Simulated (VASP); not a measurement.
Here is a VASP 6.6.1 calculation.

The input INCAR:

```
ALGO = Normal
EDIFF = 1E-6
ENCUT = 700
GGA = PS
GGA_COMPAT = F
ISIF = 2
ISMEAR = 0
LASPH = T
LCHARG = F
LREAL = F
LWAVE = F
NBANDS = 28
NELM = 120
PREC = Accurate
SIGMA = 0.05
```

KPOINTS

```
k-points
0
Gamma
  8 8 8
```

File POSCAR:

```
KTaO3
1.0
    4.5831618048      0.0000000000      0.0000000000
    0.0000000000      3.9853580911      0.0000000000
    0.0000000000      0.0000000000      3.5469687011
K Ta O
1 1 3
Direct
    0.5000000000      0.5000000000      0.5000000000
    0.0000000000      0.0000000000      0.0000000000
    0.5000000000      0.0000000000      0.0000000000
    0.0000000000      0.5000000000      0.0000000000
    0.0000000000      0.0000000000      0.5000000000
```

Potentials or basis: VASP PAW PBE potentials, release 64 (K_sv, Ta_sv_GW, O).

The run is started by

```console
$ cat potpaw_PBE.64/K_sv/POTCAR potpaw_PBE.64/Ta_sv_GW/POTCAR potpaw_PBE.64/O/POTCAR > POTCAR
$ mpirun -np 1 vasp_std > vasp.out
```

(1) What does it give for the band gap on the k mesh?

(2) Estimate the pressure.

Answers

(1) 1.55 eV (least direct gap 1.63 eV).

(2) 14.1 GPa.

Caveat: the cell differs from its parent crystal (normal strain along x +0.1500, normal strain along z -0.1100); the stress differs along the axes, from -29 to 71 GPa; the PAW data sets were made with another functional, which shifts forces and pressure a little; spin-orbit coupling is left out, which moves the levels of the heavy elements.
